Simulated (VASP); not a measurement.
The system is Ta2H.

```
Ta H
1.0
     1.72050   -2.37147    0.00000
     1.72050    2.37147    0.00000
     0.00000    0.00000    4.75857
Ta H
2 1
Direct
  0.00000 0.50000 0.26457
  0.50000 0.00000 0.73543
  0.00000 0.00000 0.00000
```

```yaml
Program: VASP 6.6.1
Task: relaxation of volume and atoms at fixed shape
Functional: PBEsol
Potentials_or_basis: VASP PAW PBE potentials, release 64 (Ta_pv, H)
Cutoff: 600 eV
k_mesh: 9 × 9 × 5
Occupations: fermi-dirac, width 0.02 eV
Spin: no spin polarisation
```

At the start: pressure -3.9 GPa; volume 12.94 Å³/atom.

Problem. How do energy, volume and symmetry change on relaxing?

Solution. Over 5 steps the energy falls by 2.9 meV/atom and the volume is 12.71 Å³/atom (-1.8 %); space group C222 (No. 21, to 0.1 Å) before and after.

Step by step:
```
step  energy change (eV)  largest force (eV/Å)  pressure (GPa)  volume (Å³)
   1              0.0000                0.0011           -3.93        38.83
   2              0.0125                0.0475            6.62        37.07
   3             -0.0088                0.0181           -0.03        38.13
   4             -0.0088                0.0185            0.05        38.12
   5             -0.0088                0.0033           -0.07        38.14
```

Final structure:
```yaml
crystal:
  lattice:
    - [1.71021, -2.35729, 0.00000]
    - [1.71021, 2.35729, 0.00000]
    - [0.00000, 0.00000, 4.73011]
  atoms:
    - { symbol: Ta, position: [0.00000, 0.50000, 0.26441] }
    - { symbol: Ta, position: [0.50000, 0.00000, 0.73559] }
    - { symbol: H, position: [0.00000, 0.00000, 0.00000] }
```

Caveat: the PAW data sets were made with another functional, which shifts forces and pressure a little.
